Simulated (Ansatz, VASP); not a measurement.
Ga4SbAs: VASP beside Ansatz

```
Ga Sb As
1.0
     0.00000    4.13612    4.13612
     4.13612    0.00000    4.13612
     4.13612    4.13612    0.00000
Ga Sb As
4 1 1
Direct
  0.11077 0.11077 0.11077
  0.11077 0.11077 0.66770
  0.11077 0.66770 0.11077
  0.66770 0.11077 0.11077
  0.25000 0.25000 0.25000
  0.50000 0.50000 0.50000
```

Alike in both runs: task single point; functional PBE; k mesh 4 × 4 × 4; occupations gaussian, width 0.1 eV; no spin polarisation.

|  | VASP | Ansatz |
| --- | --- | --- |
| version | VASP 6.6.1 | Ansatz 0.2.0 |
| potentials or method | VASP PAW PBE potentials, release 64 (Ga_d, Sb, As), cutoff 520 eV | scalar-relativistic, plane waves, PAW |
| valence electrons in the cell | 62 | 82 |

Ansatz gave:

| Property | Result |
| --- | --- |
| gap on the k mesh at the Fermi level (eV) | none |
| rms of the force components (eV/Å) | 6.940 |

Question: What did VASP give for the same quantities?

Answer: gap on the k mesh at the Fermi level (eV): none; rms of the force components (eV/Å): 6.927.

Atom by atom the forces differ by 0.013 eV/Å (rms over components). A gap of «none» marks a metal or a gap that the smearing closes. VASP's potentials hold 62 valence electrons a cell and Ansatz's 82, so a difference there can come from the potentials and not from the codes.

Neither program's run includes spin-orbit coupling.
